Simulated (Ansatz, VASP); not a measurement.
**TiC in VASP and in Ansatz**

```
CELL_PARAMETERS angstrom
0.00000 2.16572 2.16572
2.16572 0.00000 2.16572
2.16572 2.16572 0.00000
ATOMIC_POSITIONS crystal
Ti 0.00000 0.00000 0.00000
C 0.50000 0.50000 0.50000
```

Alike in both runs: task relaxation of cell and atoms; functional PBE; dispersion D4; k mesh 11 × 11 × 11; occupations fermi-dirac, width 0.05 eV; no spin polarisation.

|  | VASP | Ansatz |
| --- | --- | --- |
| version | VASP 6.6.1 | Ansatz 0.2.0 |
| potentials or method | VASP PAW PBE potentials, release 64 (Ti_sv, C) | Ansatz PAW |
| plane-wave cutoff (eV) | 600 | 420 |
| valence electrons in the cell | 16 | 16 |

|  | VASP | Ansatz | Ansatz less VASP |
| --- | --- | --- | --- |
| relaxed volume (Å³/atom) | 9.98 | 9.98 | -0.004 |
| relaxed cell length with the largest relative difference (Å) | 3.045 | 3.044 | -0.0004 |

Noted on Ansatz's run: the plane-wave basis is chosen anew once the cell has moved, so the energies of steps on either side of that aren't comparable.
